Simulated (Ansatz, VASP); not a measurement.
## Ge2N: VASP beside Ansatz

Contents of INCAR:

```
SYSTEM = Ge2N
PREC = Accurate
ENCUT = 520
EDIFF = 1E-6
ISMEAR = 0
SIGMA = 0.1
LREAL = .FALSE.
LASPH = .TRUE.
NELM = 80
ALGO = Normal
ISIF = 2
LWAVE = .FALSE.
LCHARG = .FALSE.
GGA = PE
NBANDS = 24
```

Contents of KPOINTS:

```
Automatic mesh
0
G
  18 18 8
  0 0 0
```

File POSCAR:

```
Ge2N
1.0
    2.9872225575      0.0000000000      0.0000000000
   -1.4936112788      2.5870106216      0.0000000000
    0.0000000000      0.0000000000      5.9836954357
Ge N
2 1
Direct
    0.3333333333      0.6666666667      0.2316863718
    0.6666666667      0.3333333333      0.7683136282
    0.0000000000      0.0000000000      0.0000000000
```

Input for Ansatz:

```yaml
crystal:
  lattice:
    - [2.9872225575, 0.0, 0.0]
    - [-1.4936112788, 2.5870106216, 0.0]
    - [0.0, 0.0, 5.9836954357]
  atoms:
    - { symbol: Ge, position: [0.3333333333, 0.6666666667, 0.2316863718] }
    - { symbol: Ge, position: [0.6666666667, 0.3333333333, 0.7683136282] }
    - { symbol: "N", position: [0.0, 0.0, 0.0] }
basis:
  ecutwfc: 420
kpoints:
  mp_grid: { grid: [18, 18, 8] }
  band_path:
    path:
      - [[0.0, 0.0, 0.0], [0.5, 0.0, 0.0], [0.33333333, 0.33333333, 0.0], [0.0, 0.0, 0.0], [0.0, 0.0, 0.5], [0.5, 0.0, 0.5], [0.33333333, 0.33333333, 0.5], [0.0, 0.0, 0.5]]
      - [[0.5, 0.0, 0.5], [0.5, 0.0, 0.0]]
      - [[0.33333333, 0.33333333, 0.5], [0.33333333, 0.33333333, 0.0]]
    npoints: 14
hamiltonian:
  xc: pbe
scf:
  occupations: { method: gaussian, width: 0.1 }
  n_extra_bands: 7
output:
  forces: true
  stress: true
  eigenvalues: true
  populations: true
  dos: { projected: true, de: 0.02, nscf_kmesh: { grid: [22, 22, 10] } }
  bader: true
```

Alike in both runs: task single point; functional PBE; k mesh 18 × 18 × 8; occupations gaussian, width 0.1 eV; no spin polarisation.

|  | VASP | Ansatz |
| --- | --- | --- |
| version | VASP 6.6.1 | Ansatz 0.2.0 |
| potentials or method | VASP PAW PBE potentials, release 64 (Ge_d, N), cutoff 520 eV | scalar-relativistic, plane waves, PAW |
| valence electrons in the cell | 33 | 33 |

```csv
,VASP,Ansatz,Ansatz less VASP
gap on the k mesh at the Fermi level (eV),none,none,-
pressure (GPa),0.1,0.0,-0.07
"traceless stress, the component that is largest in VASP (GPa)",0.09,0.02,-0.069
rms of the force components (eV/Å),0.016,0.000,-0.0161
```

Atom by atom the forces differ by 0.017 eV/Å (rms over components). A gap of «none» marks a metal or a gap that the smearing closes.
